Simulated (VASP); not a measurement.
Here is a VASP 6.6.1 calculation.

The input INCAR:

```
PREC = Accurate
ENCUT = 520
EDIFF = 1E-6
ISMEAR = 0
SIGMA = 0.1
LREAL = False
LASPH = True
NELM = 80
ALGO = Fast
ISIF = 2
LWAVE = False
LCHARG = False
GGA = PE
IVDW = 12
NBANDS = 10
```

Contents of KPOINTS:

```
Automatic mesh
0
Gamma
  12 12 20
```

POSCAR

```
Al
1.0
    4.4915966130      0.0000000000      0.0000000000
   -2.2457983065      3.8898367704      0.0000000000
    0.0000000000      0.0000000000      2.7226040572
Al
2
Direct
    0.3333333333      0.6666666667      0.0000000000
    0.6666666667      0.3333333333      0.0000000000
```

Potentials or basis: VASP PAW PBE potentials, release 64 (Al).

Command:

```bash
$ cat potpaw_PBE.64/Al/POTCAR > POTCAR
$ mpirun -np 1 vasp_std > vasp.out
```

Estimate the pressure.

0.0 GPa.

Predict the dispersion energy per atom.

-0.230 eV.

Caveat: pairwise dispersion overbinds metals, which lowers pressure and volume.
